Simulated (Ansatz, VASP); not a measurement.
# GaP in VASP and in Ansatz

```
CELL_PARAMETERS angstrom
0.00000 2.75330 2.75330
2.75330 0.00000 2.75330
2.75330 2.75330 0.00000
ATOMIC_POSITIONS crystal
Ga 0.00000 0.00000 0.00000
P 0.25000 0.25000 0.25000
```

Alike in both runs: functional PBE; k mesh 10 × 10 × 10; occupations gaussian, width 0.02 eV; no spin polarisation.

Ansatz relaxed the structure, and its values are those at the end. VASP's run is a single point on that final structure, the one shown.

|  | VASP | Ansatz |
| --- | --- | --- |
| version | VASP 6.6.1 | Ansatz 0.2.0 |
| potentials or method | VASP PAW PBE potentials, release 64 (Ga_d, P), cutoff 500 eV | scalar-relativistic, plane waves, PAW |
| valence electrons in the cell | 18 | 18 |

|  | VASP | Ansatz | Ansatz less VASP |
| --- | --- | --- | --- |
| gap on the k mesh at the Fermi level (eV) | 1.57 | 1.58 | +0.004 |
| least direct gap on the mesh (eV) | 1.57 | 1.58 | +0.004 |
| pressure (GPa) | -0.1 | 0.0 | +0.10 |
